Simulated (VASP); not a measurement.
# Pb (Fm-3m) in VASP: a series of runs, part 2 of 2

VASP 6.6.1. Earlier steps stand in the parts before.

## 4. Single point, BLYP

This run uses another cell than the first one, of 34.73 Å³/atom, 1.087 times its volume.

The input, INCAR:

```
SYSTEM = Pb
AGGAC = 1.0 ; AGGAX = 1.0
ALDAC = 0.0 ; ALDAX = 1.0
ALGO = Normal ; EDIFF = 1E-6
ENCUT = 520 ; GGA = B5
ISIF = 2 ; ISMEAR = -1
LASPH = .True. ; LCHARG = .False.
LREAL = .False. ; LWAVE = .False.
NBANDS = 13 ; NELM = 60
PREC = Accurate ; SIGMA = 0.1
```

The input, KPOINTS:

```
k-points
0
Gamma
  17 17 17
  0 0 0
```

The input, POSCAR:

```
Pb
1.0
    0.0000000000      2.5895810399      2.5895810399
    2.5895810399      0.0000000000      2.5895810399
    2.5895810399      2.5895810399      0.0000000000
Pb
1
Direct
    0.0000000000      0.0000000000      0.0000000000
```

Potentials or basis: VASP PAW PBE potentials, release 64 (Pb_d).

Launch:

```sh
$ cat potpaw_PBE.64/Pb_d/POTCAR > POTCAR
$ mpirun -np 1 vasp_std > vasp.out
```

OUTCAR:

```text
SYSTEM = Pb
   EDIFF = 1E-6
   ENCUT = 520
   GGA = B5
   ISIF = 2
   ISMEAR = -1
   LASPH = .True.
   LREAL = .False.
   NELM = 60
   PREC = Accurate

 ion  position               nearest neighbor table
   1  0.000  0.000  0.000-

  LATTYP: Found a face centered cubic cell.
 ALAT       =     5.1791620798

  Lattice vectors:

 A1 = (   0.0000000000,   2.5895810399,   2.5895810399)
 A2 = (   2.5895810399,   0.0000000000,   2.5895810399)
 A3 = (   2.5895810399,   2.5895810399,   0.0000000000)

Analysis of symmetry for initial positions (statically):
=====================================================================
 Subroutine PRICEL returns:
 Original cell was already a primitive cell.

 Routine SETGRP: Setting up the symmetry group for a
 face centered cubic supercell.

 Subroutine GETGRP returns: Found 48 space group operations
[... 9 lines left out ...]

 Routine SETGRP: Setting up the symmetry group for a
 face centered cubic supercell.

 Subroutine GETGRP returns: Found 48 space group operations
[... 11 lines left out ...]
                                     Primitive cell

  volume of cell :      34.7311

  direct lattice vectors                    reciprocal lattice vectors
     0.000000000  2.589581040  2.589581040    -0.193081426  0.193081426  0.193081426
     2.589581040  0.000000000  2.589581040     0.193081426 -0.193081426  0.193081426
     2.589581040  2.589581040  0.000000000     0.193081426  0.193081426 -0.193081426

  length of vectors
     3.662220627  3.662220627  3.662220627     0.334426840  0.334426840  0.334426840

  position of ions in fractional coordinates (direct lattice)
     0.000000000  0.000000000  0.000000000

  ion indices of the primitive-cell ions
   primitive index   ion index
                 1           1

----------------------------------------------------------------------------------------

 KPOINTS: k-points

Automatic generation of k-mesh.
 Grid dimensions read from file:
 generate k-points for:   17   17   17

[... 82 lines left out ...]
     AMIX     =   0.40;   BMIX     =  1.00
     AMIX_MAG =   1.60;   BMIX_MAG =  1.00
  volume/ion in A,a.u.               =      34.73       234.38
  Fermi-wavevector in a.u.,A,eV,Ry     =   1.209330  2.285302 19.898221  1.462478
  Thomas-Fermi vector in A             =   2.344910
   LORBIT       =      0    0 simple, 1 ext, 2 COOP (PROOUT), +10 PAW based schemes
   GGA     = B5    functional components
   LHFCALC =     F    Hartree Fock is set to
   AEXX    =    0.0000 exact exchange contribution
   IVDW    =     0    specifies the selected vdW correction
   LEPSILON=     F    determine dielectric tensor
   LRPA    =     F    only Hartree local field effects (RPA)
 non-spin polarized calculation
  energy-cutoff  :      520.00
  volume of cell :       34.73
 maximum number of plane-waves:       950
   NGX = 13   NGY = 13   NGZ = 13

 number of electron      13.9999998 magnetization

 Free energy of the ion-electron system (eV)
  ---------------------------------------------------
  ext. energy  EPLUGINS =         0.00000000
  ---------------------------------------------------
  free energy    TOTEN  =        -2.88421356 eV

  energy without entropy =       -2.86511608  energy(sigma->0) =       -2.87466482

 E-fermi :   6.3586     XC(G=0):  -8.9740

 val. band max:        6.3583623796   @ k =  -0.4118   0.4118   0.0588
 cond. band min:       6.3601220622   @ k =  -0.3529   0.4706   0.1176
 fundamental gap:      0.0017596826
 Fermi energy:         6.3585995745

 k-point     1 :       0.0000    0.0000    0.0000
  band No.  band energies     occupation
      1     -10.6654      2.00000
      2     -10.6654      2.00000
      3     -10.6654      2.00000
      4     -10.5724      2.00000
      5     -10.5724      2.00000
      6      -4.6269      2.00000
      7      12.5255      0.00000
      8      12.5255      0.00000
      9      12.5255      0.00000
     10      16.2683      0.00000
     11      16.4440      0.00000
     12      17.9904      0.00000
     13      17.9904      0.00000
[... 354 lines left out ...]
  band No.  band energies     occupation
      1     -10.6663      2.00000
      2     -10.6481      2.00000
      3     -10.6439      2.00000
      4     -10.5784      2.00000
      5     -10.5634      2.00000
      6      -4.2688      2.00000
      7       9.8174      0.00000
      8      11.4323      0.00000
      9      12.4863      0.00000
     10      15.6906      0.00000
     11      17.6034      0.00000
     12      18.2326      0.00000
     13      18.3729      0.00000

 [... further k-points ...]
[... 5 lines left out ...]
  --------------------------------------------------------------------------------------
  -------------------------------------------------------------------------------------
  Total        0.0321417      0.0321417      0.0321417     -0.0000000     -0.0000000      0.0000000
  in kB        1.4827273      1.4827273      1.4827273     -0.0000000     -0.0000000      0.0000000
  external PRESSURE =       1.4827273 kB  Pullay stress =       0.0000000 kB

 VOLUME and BASIS-vectors are now :
 -----------------------------------------------------------------------------
  energy-cutoff  :      520.00
  volume of cell :       34.73
      direct lattice vectors                 reciprocal lattice vectors
     0.000000000  2.589581040  2.589581040    -0.193081426  0.193081426  0.193081426
     2.589581040  0.000000000  2.589581040     0.193081426 -0.193081426  0.193081426
     2.589581040  2.589581040  0.000000000     0.193081426  0.193081426 -0.193081426

 POSITION                                       TOTAL-FORCE (eV/Angst)
 -----------------------------------------------------------------------------------
      0.00000      0.00000      0.00000         0.000000      0.000000      0.000000
 -----------------------------------------------------------------------------------
    total drift:                               -0.000000     -0.000000     -0.000000

  FREE ENERGIE OF THE ION-ELECTRON SYSTEM (eV)
  ---------------------------------------------------
  free  energy   TOTEN  =        -2.8842135618 eV

  energy  without entropy=       -2.8651160841  energy(sigma->0) =       -2.87466482
```

Run time: 24 s. Hardware: 1 thread of Intel Xeon 6975P-C (Granite Rapids), shared host; peak memory 0.2 GiB.

Results:

| Quantity | Value |
| --- | --- |
| Free energy | -2.8842 eV |
| Pressure | 0.1 GPa |
| Band gap on the k mesh | zero (band 7 reaches 12.53 eV, above the bottom of band 8 at 5.05 eV) |

Levels at points of the mesh, in eV from the Fermi level:
| k point | band 5 | band 6 | band 7 | band 8 | band 9 | band 10 |
| --- | --- | --- | --- | --- | --- | --- |
| (0.00, 0.00, 0.00) | -16.93 | -10.99 | 6.17 | 6.17 | 6.17 | 9.91 |

Caveat: the PAW data sets were made with another functional, which shifts forces and pressure a little; spin-orbit coupling is left out, which moves the levels of the heavy elements.

## 5. Single point, BLYP

This run uses another cell than the first one, of 34.73 Å³/atom, 1.087 times its volume.

The input, INCAR:

```
PREC = Accurate ; ENCUT = 520
EDIFF = 1E-7 ; ISMEAR = -1
SIGMA = 0.1 ; LREAL = F
LASPH = T ; NELM = 60
ALGO = Normal ; ISIF = 2
LWAVE = F ; LCHARG = F
GGA = B5 ; ALDAX = 1.0
AGGAX = 1.0 ; AGGAC = 1.0
ALDAC = 0.0 ; NBANDS = 13
```

The input, KPOINTS:

```
Automatic mesh
0
Gamma
  17 17 17
```

POSCAR is that of step 4.

Launch:

```sh
$ cat potpaw_PBE.64/Pb_d/POTCAR > POTCAR
$ mpirun -np 1 vasp_std > vasp.out
```

Wall time 25 s (1 thread of Intel Xeon 6975P-C (Granite Rapids), shared host); peak memory 0.2 GiB.

Results (log left out):

| Item | Value |
| --- | --- |
| Free energy | -2.8842 eV |
| Pressure | 0.1 GPa |
| Band gap on the k mesh | zero (band 7 reaches 12.53 eV, above the bottom of band 8 at 5.05 eV) |

Levels at points of the mesh, in eV from the Fermi level:
```tsv
k point	band 3	band 4	band 5	band 6	band 7	band 8	band 9	band 10	band 11	band 12
(0.00, 0.00, 0.00)	-17.02	-16.93	-16.93	-10.99	6.17	6.17	6.17	9.91	10.09	11.63
```

Caveat: the PAW data sets were made with another functional, which shifts forces and pressure a little; spin-orbit coupling is left out, which moves the levels of the heavy elements.

## 6. Single point, BLYP (volume scaled by 1.04)

The input, INCAR:

```
PREC = Accurate ; ENCUT = 520
EDIFF = 1E-7 ; ISMEAR = -1
SIGMA = 0.1 ; LREAL = False
LASPH = True ; NELM = 60
ALGO = Normal ; ISIF = 2
LWAVE = False ; LCHARG = True
GGA = B5 ; ALDAX = 1.0
AGGAX = 1.0 ; AGGAC = 1.0
ALDAC = 0.0 ; LELF = True
LVHAR = True ; NBANDS = 13
```

KPOINTS is that of step 5.

The input, POSCAR:

```
Pb
1.0
    0.0000000000      2.6236583826      2.6236583826
    2.6236583826      0.0000000000      2.6236583826
    2.6236583826      2.6236583826      0.0000000000
Pb
1
Direct
    0.0000000000      0.0000000000      0.0000000000
```

Potentials or basis: VASP PAW PBE potentials, release 64 (Pb_d).

Launch:

```sh
$ cat potpaw_PBE.64/Pb_d/POTCAR > POTCAR
$ mpirun -np 1 vasp_std > vasp.out
```

Wall time 26 s (1 thread of Intel Xeon 6975P-C (Granite Rapids), shared host); peak memory 0.2 GiB.

The run converged. Its results:

```yaml
Free_energy: -2.8809 eV
Pressure: -1.0 GPa
Band_gap_on_the_k_mesh: zero (band 7 reaches 11.86 eV, above the bottom of band 8 at 4.74 eV)
```

Levels at points of the mesh, in eV from the Fermi level:
```tsv
k point	band 5	band 6	band 7	band 8	band 9	band 10
(0.00, 0.00, 0.00)	-16.93	-10.77	5.89	5.89	5.89	9.62
```

Caveat: the cell differs from its parent crystal (volume scaled by 1.04); the PAW data sets were made with another functional, which shifts forces and pressure a little; spin-orbit coupling is left out, which moves the levels of the heavy elements.

## 7. Overview

```tsv
cell	gap on the mesh (eV)	pressure (GPa)
a = 3.562 Å, angles 60.0°, 1 atom	none	3.4
a = 3.613 Å, angles 60.0°, 1 atom	none	1.6
a = 3.662 Å, angles 60.0°, 1 atom	none	0.1
a = 3.710 Å, angles 60.0°, 1 atom	none	-1.0
```

Alike in all rows: task single point; level BLYP; potentials or basis VASP PAW PBE potentials, release 64 (Pb_d); no spin polarisation; k mesh 17 × 17 × 17; cutoff (eV) 520; smearing fermi-dirac 0.1 eV.

Caveats: the PAW data sets were made with another functional, which shifts forces and pressure a little; spin-orbit coupling is left out, which moves the levels of the heavy elements.

Absolute energies hang on the potentials; compare differences alone.
